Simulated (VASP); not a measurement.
# CuSi16 (a cell with a defect) in VASP: further runs

Runs on CuSi16 (a cell with a defect). Level: PBE. Tasks: single point.

Program: VASP 6.6.1. These are calculated values, not measurements. Logs are shortened: lines on timing, memory, paths and dates and some standing lists are left out, and cuts for length are marked.

## 1. The cell of the first run

The cell holds a defect, 17 atoms: a = 7.679 Å, b = 7.679 Å, c = 7.679 Å, α = 60.00°, β = 60.00°, γ = 60.00°.

## 2. Single point, PBE

The input, INCAR:

```
SYSTEM = CuSi16
PREC = Accurate ; ENCUT = 520
EDIFF = 1E-7 ; ISMEAR = 0
SIGMA = 0.02 ; LREAL = Auto
LASPH = .TRUE. ; NELM = 80
ALGO = Normal ; ISIF = 2
LWAVE = .FALSE. ; LCHARG = .FALSE.
GGA = PE ; NBANDS = 52
NELECT = 74.0
```

The input, KPOINTS:

```
Automatic mesh
0
G
  2 2 2
  0 0 0
```

The input, POSCAR:

```
CuSi16
1.0
    0.0000000000      5.4300000000      5.4300000000
    5.4300000000      0.0000000000      5.4300000000
    5.4300000000      5.4300000000      0.0000000000
Si Cu
16 1
Direct
    0.0048022099      0.0048594843     -0.0144633517
    0.1279077348      0.1279968692      0.1111854512
    0.0060867403      0.0061476980      0.4856508287
    0.1292887661      0.1293191529      0.6121826888
   -0.0079208103      0.5002996317      0.0076418048
    0.1281035912      0.6329035912      0.1113100368
    0.0063516575      0.5023984346      0.4857500000
    0.1204174033      0.6303000921      0.6194371087
    0.5002098527     -0.0078282689      0.0076439227
    0.6328627993      0.1281664825      0.1112998158
    0.5023337017      0.0064204420      0.4857373849
    0.6302255064      0.1205074586      0.6194348987
    0.5004561694      0.5005287293      0.0076250460
    0.6121807551      0.6122927256      0.1636868324
    0.4887361878      0.4888004604      0.5351227440
    0.6306447514      0.6307044199      0.6196790055
    0.7364738490      0.7365696133      0.7924799263
```

Potentials or basis: VASP PAW PBE potentials, release 64 (Si, Cu).

The run is started by

```bash
> cat potpaw_PBE.64/Si/POTCAR potpaw_PBE.64/Cu/POTCAR > POTCAR
> mpirun -np 1 vasp_std > vasp.out
```

OUTCAR:

```text
SYSTEM = CuSi16
   PREC = Accurate
   ENCUT = 520
   EDIFF = 1E-7
   ISMEAR = 0
   LREAL = Auto
   LASPH = .TRUE.
   NELM = 80
   ISIF = 2
   GGA = PE
   NELECT = 74.0

 ion  position               nearest neighbor table
   1  0.005  0.005  0.986-   2 2.33  10 2.33   6 2.33   4 2.34
   2  0.128  0.128  0.111-   1 2.33   9 2.34   5 2.34   3 2.35
   3  0.006  0.006  0.486-   4 2.34   2 2.35   8 2.36  12 2.36  17 2.94
   4  0.129  0.129  0.612-   3 2.34  11 2.34   7 2.34   1 2.34
   5  0.992  0.500  0.008-   6 2.34   2 2.34  14 2.39   8 2.43  17 2.56
   6  0.128  0.633  0.111-   1 2.33   5 2.34  13 2.34   7 2.35
   7  0.006  0.502  0.486-   4 2.34   6 2.35   8 2.36  16 2.36  17 2.95
   8  0.120  0.630  0.619-  15 2.32   7 2.36   3 2.36  17 2.43   5 2.43
   9  0.500  0.992  0.008-  10 2.34   2 2.34  14 2.39  12 2.43  17 2.56
  10  0.633  0.128  0.111-   1 2.33   9 2.34  13 2.34  11 2.35
  11  0.502  0.006  0.486-   4 2.34  10 2.35  12 2.36  16 2.36  17 2.95
  12  0.630  0.121  0.619-  15 2.32  11 2.36   3 2.36  17 2.43   9 2.43
  13  0.500  0.501  0.008-   6 2.34  10 2.34  14 2.39  16 2.43  17 2.57
  14  0.612  0.612  0.164-  17 2.33  15 2.33  13 2.39   9 2.39   5 2.39
  15  0.489  0.489  0.535-  12 2.32   8 2.32  16 2.32  14 2.33
  16  0.631  0.631  0.620-  15 2.32   7 2.36  11 2.36  17 2.43  13 2.43
  17  0.736  0.737  0.792-  14 2.33  12 2.43   8 2.43  16 2.43   9 2.56   5 2.56  13 2.57   3 2.94
                            11 2.95   7 2.95

  LATTYP: Found a face centered cubic cell.
 ALAT       =    10.8600000000

  Lattice vectors:

 A1 = (   0.0000000000,   5.4300000000,   5.4300000000)
 A2 = (   5.4300000000,   0.0000000000,   5.4300000000)
 A3 = (   5.4300000000,   5.4300000000,   0.0000000000)

Analysis of symmetry for initial positions (statically):
=====================================================================
 Subroutine PRICEL returns:
 Original cell was already a primitive cell.

 Routine SETGRP: Setting up the symmetry group for a
 face centered cubic supercell.

 Subroutine GETGRP returns: Found  1 space group operations
 (whereof  1 operations were pure point group operations)
 out of a pool of 48 trial point group operations.

The static configuration has the point symmetry C_1 .

Analysis of symmetry for dynamics (positions and initial velocities):
=====================================================================
 Subroutine PRICEL returns:
[... 127 lines left out ...]
   NFREE  =      0    steps in history (QN), initial steepest desc. (CG)
   ISIF   =      2    stress and relaxation
   ISYM   =      2    0-nonsym 1-usesym 2-fastsym
   POTIM  = 0.5000    time-step for ionic-motion
   TEBEG  =    0.0;   TEEND  =   0.0 temperature during run
   PSTRESS=    0.0 pullay stress
   NELECT =      74.0000    total number of electrons
   NUPDOWN=      -1.0000    fix difference up-down
   EMIN   =  10.00;   EMAX   =-10.00  energy-range for DOS
   EFERMI =   0.00;   METHOD = LEGACY
   ISMEAR =     0;   SIGMA  =   0.02  broadening in eV -4-tet -1-fermi 0-gaus
   EFERMI_NEDOS =   21; number of points for ismear=-14 and -15
   IALGO  =     38    algorithm
   IMIX   =      4    mixing-type and parameters
     AMIX     =   0.40;   BMIX     =  1.00
     AMIX_MAG =   1.60;   BMIX_MAG =  1.00
  volume/ion in A,a.u.               =      18.84       127.11
  Fermi-wavevector in a.u.,A,eV,Ry     =   1.004636  1.898488 13.732283  1.009294
  Thomas-Fermi vector in A             =   2.137265
   LORBIT       =      0    0 simple, 1 ext, 2 COOP (PROOUT), +10 PAW based schemes
   GGA     = PE    functional components
   LHFCALC =     F    Hartree Fock is set to
   AEXX    =    0.0000 exact exchange contribution
   IVDW    =     0    specifies the selected vdW correction
   LEPSILON=     F    determine dielectric tensor
   LRPA    =     F    only Hartree local field effects (RPA)
 non-spin polarized calculation
 Gauss-broadening in eV      SIGMA  =   0.02
  energy-cutoff  :      520.00
  volume of cell :      320.21
 maximum number of plane-waves:      8646
 NGX is ok and might be reduce to    60
   NGX = 29   NGY = 29   NGZ = 29

 number of electron      74.0000003 magnetization

 Free energy of the ion-electron system (eV)
  ---------------------------------------------------
  ext. energy  EPLUGINS =         0.00000000
  ---------------------------------------------------
  free energy    TOTEN  =       -94.22059788 eV

  energy without entropy =      -94.22059788  energy(sigma->0) =      -94.22059788

 E-fermi :   6.2863     XC(G=0):  -9.6083

 val. band max:        6.1967563251   @ k =   0.0000   0.0000   0.0000
 cond. band min:       6.5594163230   @ k =   0.0000   0.0000   0.0000
 fundamental gap:      0.3626599980
 Fermi energy:         6.2862786203

 k-point     1 :       0.0000    0.0000    0.0000
  band No.  band energies     occupation
      1      -5.8945      2.00000
      2      -3.5495      2.00000
      3      -3.5044      2.00000
      4      -3.4713      2.00000
      5      -3.4709      2.00000
      6      -2.0441      2.00000
[... 405 lines left out ...]
     48      10.5026      0.00000
     49      10.5066      0.00000
 [bands above 49 left out]

------------------------ aborting loop because EDIFF is reached ----------------------------------------

  FORCE on cell =-STRESS in cart. coord.  units (eV):
  Direction    XX          YY          ZZ          XY          YZ          ZX
  --------------------------------------------------------------------------------------
  -------------------------------------------------------------------------------------
  Total       -1.8201684     -1.8220143     -1.8525897      0.2238686     -0.2153470     -0.2166409
  in kB       -9.1073633     -9.1165995     -9.2695863      1.1201450     -1.0775064     -1.0839809
  external PRESSURE =      -9.1645163 kB  Pullay stress =       0.0000000 kB

 VOLUME and BASIS-vectors are now :
 -----------------------------------------------------------------------------
  energy-cutoff  :      520.00
  volume of cell :      320.21
      direct lattice vectors                 reciprocal lattice vectors
     0.000000000  5.430000000  5.430000000    -0.092081031  0.092081031  0.092081031
     5.430000000  0.000000000  5.430000000     0.092081031 -0.092081031  0.092081031
     5.430000000  5.430000000  0.000000000     0.092081031  0.092081031 -0.092081031

 POSITION                                       TOTAL-FORCE (eV/Angst)
 -----------------------------------------------------------------------------------
      5.37785      5.37754      0.05246         0.001596      0.002494     -0.004017
      1.29876      1.29828      1.38956         0.002592      0.002992      0.001651
      2.67047      2.67013      0.06643         0.000058     -0.000556     -0.004191
      4.02636      4.02619      1.40424         0.001055     -0.001337      0.012212
      2.75812      5.42849      8.10362        -0.002431      0.003094     -0.000130
      4.04108      1.30002      4.13227         0.000654     -0.000721      0.001004
[... 9 lines left out ...]
      6.78958      6.78926      6.84913        -0.003215     -0.003390     -0.006471
      8.30274      8.30222      7.99863        -0.007687     -0.007913      0.007420
 -----------------------------------------------------------------------------------
    total drift:                                0.002142      0.003570     -0.005664

  FREE ENERGIE OF THE ION-ELECTRON SYSTEM (eV)
  ---------------------------------------------------
  free  energy   TOTEN  =       -94.2205978753 eV

  energy  without entropy=      -94.2205978753  energy(sigma->0) =      -94.22059788
```

Run time: 7.4 min. Hardware: 1 thread of Intel Xeon Platinum 8124M at 3.00GHz (Skylake/Cascade Lake), shared host; peak memory 0.5 GiB.

What came out:

```yaml
Free_energy: -94.2206 eV
Largest_force: 0.013 eV/Å
```

Forces on the atoms (eV/Å):
```
Si   0.002  0.002 -0.004
Si   0.003  0.003  0.002
Si   0.000 -0.001 -0.004
Si   0.001 -0.001  0.012
Si  -0.002  0.003  0.000
Si   0.001 -0.001  0.001
Si  -0.006  0.005 -0.008
Si   0.000  0.009  0.004
Si   0.003 -0.003  0.000
Si   0.000 -0.001  0.000
Si   0.004 -0.004 -0.006
Si   0.007  0.000  0.003
Si  -0.005 -0.005 -0.007
Si   0.007  0.008  0.002
Si  -0.004 -0.006  0.003
Si  -0.003 -0.003 -0.006
Cu  -0.008 -0.008  0.007
```

Levels at points of the mesh, in eV from the Fermi level:
| k point | band 34 | band 35 | band 36 | band 37 | band 38 | band 39 | band 40 | band 41 |
| --- | --- | --- | --- | --- | --- | --- | --- | --- |
| (0.00, 0.00, 0.00) | -0.79 | -0.55 | -0.09 | -0.09 | 0.27 | 0.70 | 0.71 | 0.73 |
| (0.50, 0.00, 0.00) | -0.80 | -0.75 | -0.66 | -0.58 | 0.68 | 1.18 | 1.38 | 1.42 |
| (0.00, 0.50, 0.00) | -0.80 | -0.75 | -0.66 | -0.58 | 0.68 | 1.18 | 1.38 | 1.42 |
| (0.00, 0.00, 0.50) | -0.82 | -0.82 | -0.63 | -0.63 | 0.52 | 1.35 | 1.43 | 1.43 |
| (0.50, 0.50, 0.50) | -0.80 | -0.75 | -0.66 | -0.57 | 0.68 | 1.18 | 1.38 | 1.42 |
| (0.50, 0.50, 0.00) | -1.42 | -1.34 | -1.31 | -0.86 | 0.77 | 1.16 | 2.12 | 2.17 |
| (0.00, 0.50, 0.50) | -1.42 | -1.34 | -1.31 | -0.86 | 0.77 | 1.16 | 2.12 | 2.17 |
| (0.50, 0.00, 0.50) | -1.42 | -1.34 | -1.31 | -0.86 | 0.77 | 1.16 | 2.12 | 2.17 |

Caveat: the k points lie up to 0.50 Å⁻¹ apart; the cell carries a net charge on a neutralising background, which shifts energy and pressure; the cell is charged against a uniform background, so pressure and absolute levels hang on convention.

## 3. Single point, PBE

The input, INCAR:

```
  PREC = Accurate
  ENCUT = 520
  EDIFF = 1E-6
  ISMEAR = 0
  SIGMA = 0.02
  LREAL = Auto
  LASPH = True
  NELM = 100
  ALGO = Normal
  ISIF = 2
  LWAVE = False
  LCHARG = False
  GGA = PE
  NELECT = 74.0
  NBANDS = 52
```

The input, KPOINTS:

```
regular mesh
0
Gamma
  2 2 2
```

The input, POSCAR:

```
CuSi16
1.0
    0.0000000000      5.4300000000      5.4300000000
    5.4300000000      0.0000000000      5.4300000000
    5.4300000000      5.4300000000      0.0000000000
Si Cu
16 1
Direct
   -0.0069653775      0.0059167587      0.0071583794
    0.1229455801      0.1390126151      0.1197505525
   -0.0046242173      0.0062453959      0.4953814917
    0.1365483425      0.0898080110      0.6387895948
   -0.0076077348      0.5136896869     -0.0026922652
    0.1236456722      0.6179745856      0.1340904236
    0.0122199816      0.4614698895      0.5136988029
    0.1252938306      0.6172161142      0.6250179558
    0.4956936464      0.0129008287     -0.0052623389
    0.6178049724      0.1394193370      0.1189232044
    0.5047255985      0.0056701657      0.4943438306
    0.6195596685      0.1394795580      0.6216751381
    0.4959255064      0.5139884899     -0.0031162983
    0.6205869245      0.6393524862      0.1187786372
    0.4974517495      0.5141112339      0.4906395948
    0.6328410681      0.6170451197      0.6245594843
    0.8886247698      0.8326418969      0.3928081952
```

Potentials or basis: VASP PAW PBE potentials, release 64 (Si, Cu).

The run is started by

```bash
> cat potpaw_PBE.64/Si/POTCAR potpaw_PBE.64/Cu/POTCAR > POTCAR
> mpirun -np 1 vasp_std > vasp.out
```

OUTCAR:

```text
PREC = Accurate
   ENCUT = 520
   EDIFF = 1E-6
   ISMEAR = 0
   LREAL = Auto
   LASPH = True
   NELM = 100
   ISIF = 2
   GGA = PE
   NELECT = 74.0

 ion  position               nearest neighbor table
   1  0.993  0.006  0.007-   4 2.32  10 2.35   2 2.36   6 2.43  17 2.44
   2  0.123  0.139  0.120-   9 2.34   5 2.35   3 2.36   1 2.36  17 2.95
   3  0.995  0.006  0.495-   4 2.32   2 2.36  12 2.36  17 2.42   8 2.44
   4  0.137  0.090  0.639-  11 2.32   3 2.32   1 2.32   7 2.33
   5  0.992  0.514  0.997-  14 2.33   6 2.34   8 2.34   2 2.35
   6  0.124  0.618  0.134-  13 2.34   5 2.34   7 2.39   1 2.43  17 2.58
[... 641 lines left out ...]
  in kB       -9.4316914     -8.9216944     -9.2332087     -1.0681408     -0.3458283      1.0259069
  external PRESSURE =      -9.1955315 kB  Pullay stress =       0.0000000 kB

 VOLUME and BASIS-vectors are now :
 -----------------------------------------------------------------------------
  energy-cutoff  :      520.00
  volume of cell :      320.21
      direct lattice vectors                 reciprocal lattice vectors
     0.000000000  5.430000000  5.430000000    -0.092081031  0.092081031  0.092081031
     5.430000000  0.000000000  5.430000000     0.092081031 -0.092081031  0.092081031
     5.430000000  5.430000000  0.000000000     0.092081031  0.092081031 -0.092081031

 POSITION                                       TOTAL-FORCE (eV/Angst)
 -----------------------------------------------------------------------------------
      0.07100      5.43105      5.42431        -0.031311      0.015653     -0.003173
      1.40508      1.31784      1.42243         0.023024     -0.016835      0.008717
      2.72383      8.09481      5.43880        -0.019428      0.024216     -0.008911
      3.95628      4.21008      1.22911         0.015685     -0.019514      0.007358
      8.20472     10.80407      8.17802        -0.016060      0.003540     -0.002667
      4.08371      1.39951      4.02700         0.008465     -0.002024     -0.003763
[... 9 lines left out ...]
      6.74191      6.82768      6.78688         0.024340     -0.021593      0.004138
      6.65419      6.95818      9.34648         0.004545     -0.012160      0.009621
 -----------------------------------------------------------------------------------
    total drift:                               -0.004233      0.002132     -0.003470

  FREE ENERGIE OF THE ION-ELECTRON SYSTEM (eV)
  ---------------------------------------------------
  free  energy   TOTEN  =       -94.2204416768 eV

  energy  without entropy=      -94.2204416768  energy(sigma->0) =      -94.22044168
```

stdout:

```text
POSCAR found type information on POSCAR SiCu
 POSCAR found :  2 types and      17 ions
 scaLAPACK will be used
 LDA part: xc-table for (Slater+PW92), standard interpolation
 POSCAR, INCAR and KPOINTS ok, starting setup
 FFT: planning ... GRIDC
 FFT: planning ... GRID_SOFT
 FFT: planning ... GRID
 WAVECAR not read
 entering main loop
 the old and the new charge density differ
 old charge density:    75.00000 new   74.00000
    0.228E+01
```

It took 7.2 min on 1 thread of Intel Xeon Platinum 8124M at 3.00GHz (Skylake/Cascade Lake), shared host; peak memory 0.5 GiB.

Results:

```
Free energy   : -94.2204 eV
Largest force : 0.035 eV/Å
```

Forces in eV/Å, atoms in the order of the input:
```
Si  -0.031  0.016 -0.003
Si   0.023 -0.017  0.009
Si  -0.019  0.024 -0.009
Si   0.016 -0.020  0.007
Si  -0.016  0.004 -0.003
Si   0.008 -0.002 -0.004
Si  -0.028  0.019  0.003
Si   0.017 -0.007  0.008
Si  -0.017  0.005  0.001
Si   0.017 -0.008  0.004
Si  -0.010  0.012 -0.018
Si   0.016 -0.007  0.000
Si  -0.014  0.007  0.003
Si   0.016 -0.005 -0.002
Si  -0.005  0.014 -0.011
Si   0.024 -0.022  0.004
Cu   0.005 -0.012  0.010
```

Caveat: the k points lie up to 0.50 Å⁻¹ apart; the cell carries a net charge on a neutralising background, which shifts energy and pressure; the cell is charged against a uniform background, so pressure and absolute levels hang on convention.

## 4. Single point, PBE

The input, INCAR:

```
SYSTEM = CuSi16
PREC = Accurate
ENCUT = 520
EDIFF = 1E-6
ISMEAR = 0
SIGMA = 0.02
LREAL = Auto
LASPH = .TRUE.
NELM = 100
ALGO = Normal
ISIF = 2
LWAVE = .FALSE.
LCHARG = .FALSE.
GGA = PE
NELECT = 74.0
NBANDS = 52
```

The input, KPOINTS:

```
regular mesh
0
G
  2 2 2
  0 0 0
```

The input, POSCAR:

```
CuSi16
1.0
    0.0000000000      5.4300000000      5.4300000000
    5.4300000000      0.0000000000      5.4300000000
    5.4300000000      5.4300000000      0.0000000000
Si Cu
16 1
Direct
   -0.0126505525     -0.0108223757      0.0361216390
    0.1282404236      0.1291197974      0.1279395028
    0.0049023941      0.0099847145      0.5011191529
    0.1167360958      0.1030132597      0.6641727440
    0.0068444751      0.5030186924     -0.0086667587
    0.1266007366      0.6140232044      0.1328725599
    0.0094803867      0.4744755985      0.5064295580
    0.1383119705      0.6181049724      0.6196697974
    0.5006104972      0.0096171271     -0.0108755064
    0.6147531308      0.1291988029      0.1278302947
    0.4845269797      0.0097028545      0.5009976980
    0.6204437385      0.1425986188      0.6168776243
    0.4988577348      0.5031144567     -0.0086735727
    0.6341578269      0.6355775322      0.0963081031
    0.5083155617      0.5157520258      0.4674713628
    0.6240931860      0.6178961326      0.6196416206
    0.8390682320      0.8326776243      0.4895238490
```

The run is started by

```bash
> cat potpaw_PBE.64/Si/POTCAR potpaw_PBE.64/Cu/POTCAR > POTCAR
> mpirun -np 1 vasp_std > vasp.out
```

It took 6.8 min on 1 thread of Intel Xeon Platinum 8124M at 3.00GHz (Skylake/Cascade Lake), shared host; peak memory 0.49 GiB.

It converged, with:

| Property | Result |
| --- | --- |
| Free energy | -94.2108 eV |
| Largest force | 0.097 eV/Å |

Forces on the atoms (eV/Å):
```
Si   0.005  0.002 -0.001
Si   0.002  0.002 -0.003
Si   0.008  0.014  0.008
Si   0.014 -0.001 -0.003
Si   0.000  0.000 -0.002
Si  -0.003  0.004 -0.004
Si   0.010  0.007 -0.002
Si  -0.001 -0.001 -0.005
Si   0.003  0.006 -0.004
Si   0.002  0.004 -0.003
Si   0.012 -0.008 -0.013
Si  -0.001  0.009 -0.011
Si  -0.003  0.002  0.000
Si   0.005  0.004 -0.006
Si   0.001  0.012 -0.011
Si  -0.001  0.003  0.002
Cu  -0.051 -0.058  0.058
```

Levels at points of the mesh, in eV from the Fermi level:
| k point | band 33 | band 34 | band 35 | band 36 | band 37 | band 38 | band 39 | band 40 | band 41 | band 42 |
| --- | --- | --- | --- | --- | --- | --- | --- | --- | --- | --- |
| (0.00, 0.00, 0.00) | -1.16 | -1.10 | -0.61 | -0.22 | -0.07 | 0.07 | 0.25 | 0.55 | 0.58 | 0.69 |
| (0.50, 0.00, 0.00) | -2.05 | -1.02 | -0.94 | -0.91 | -0.76 | 0.58 | 1.07 | 1.17 | 1.28 | 1.41 |
| (0.00, 0.50, 0.00) | -2.06 | -0.99 | -0.96 | -0.94 | -0.81 | 0.53 | 1.09 | 1.15 | 1.28 | 1.39 |
| (0.00, 0.00, 0.50) | -2.18 | -0.94 | -0.92 | -0.64 | -0.50 | 0.52 | 0.97 | 1.35 | 1.40 | 1.55 |
| (0.50, 0.50, 0.50) | -2.05 | -1.02 | -0.94 | -0.91 | -0.76 | 0.57 | 1.07 | 1.17 | 1.28 | 1.41 |
| (0.50, 0.50, 0.00) | -1.86 | -1.55 | -1.54 | -1.46 | -1.15 | 0.65 | 0.90 | 1.88 | 2.05 | 2.17 |
| (0.00, 0.50, 0.50) | -1.88 | -1.57 | -1.52 | -1.44 | -1.20 | 0.67 | 0.90 | 1.89 | 2.04 | 2.17 |
| (0.50, 0.00, 0.50) | -1.85 | -1.55 | -1.54 | -1.47 | -1.15 | 0.65 | 0.90 | 1.88 | 2.05 | 2.17 |

Caveat: the k points lie up to 0.50 Å⁻¹ apart; the cell carries a net charge on a neutralising background, which shifts energy and pressure; the cell is charged against a uniform background, so pressure and absolute levels hang on convention.
